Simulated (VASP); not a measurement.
Write the native input for VASP 6.6.1 that does the following.

```
Task                   : relaxation of cell and atoms
Functional             : PBE
Potentials or basis    : VASP PAW PBE potentials, release 64 (Zr_sv, Si, Ge_d, Pd)
Cutoff                 : 500 eV
k mesh                 : 8 × 8 × 2
Occupations            : gaussian, width 0.1 eV
Spin                   : no spin polarisation
Dipole correction      : no
Further INCAR settings : ALGO = Normal; EDIFF = 1e-07; IBRION = 2; EDIFFG = -0.01; NSW = 100; ISIF = 3
```

The structure of Zr2Si4GePd lies in POSCAR:

```
Zr2Si4GePd
1.0
    3.8681098385      0.0000000000      0.0000000000
    0.0000000000      3.7000278991      0.0000000000
   -0.5224478226      0.0000000000     20.4158537249
Zr Si Ge Pd
4 8 2 2
Direct
    0.2721507912      0.7500000000      0.6509324863
    0.7278492088      0.2500000000      0.3490675137
    0.2358221954      0.2500000000      0.2042802420
    0.7641778046      0.7500000000      0.7957197580
    0.2524540962      0.2500000000      0.5026421934
    0.7475459038      0.7500000000      0.4973578066
    0.7751559433      0.2500000000      0.6918996417
    0.2248440567      0.7500000000      0.3081003583
    0.4963287858      0.7500000000      0.0350147639
    0.5036712142      0.2500000000      0.9649852361
    0.2772396707      0.2500000000      0.7609922269
    0.7227603293      0.7500000000      0.2390077731
    0.0029906915      0.2500000000      0.8945167598
    0.9970093085      0.7500000000      0.1054832402
    0.2446744496      0.7500000000      0.4238664407
    0.7553255504      0.2500000000      0.5761335593
```

The input as run:

INCAR

```
PREC = Accurate ; ENCUT = 500
EDIFF = 1E-7 ; ISMEAR = 0
SIGMA = 0.1 ; LREAL = F
LASPH = T ; NELM = 120
ALGO = Normal ; ISIF = 3
LWAVE = F ; LCHARG = F
GGA = PE ; IBRION = 2
NSW = 100 ; EDIFFG = -0.01
GGA_COMPAT = F ; NELMIN = 4
KPAR = 4
```

KPOINTS

```
Automatic mesh
0
Gamma
  8 8 2
```

Potentials or basis: VASP PAW PBE potentials, release 64 (Zr_sv, Si, Ge_d, Pd).

The run is started by

```sh
$ cat potpaw_PBE.64/Zr_sv/POTCAR potpaw_PBE.64/Si/POTCAR potpaw_PBE.64/Ge_d/POTCAR potpaw_PBE.64/Pd/POTCAR > POTCAR
$ mpirun -np 4 vasp_std > vasp.out
```

It gave:

- Relaxed volume: 18.27 Å³/atom
- Relaxed cell: a = 3.865 Å, b = 3.702 Å, c = 20.439 Å, α = 90.00°, β = 91.54°, γ = 90.00°
- Space group after relaxing (to 0.1 Å): P2_1/m (No. 11)
- Energy gained by relaxing: 0.7 meV/atom
- Ionic steps: 10
- Pressure after relaxing: 0.0 GPa
- Largest force after relaxing: 0.010 eV/Å
- Band gap on the k mesh: zero (bands 64 and 65 overlap by 0.60 eV)

Wall time 31 min on 4 MPI ranks on AMD EPYC 9R45 96-Core Processor (Zen 5) (shared host), peak memory 0.96 GiB a rank.
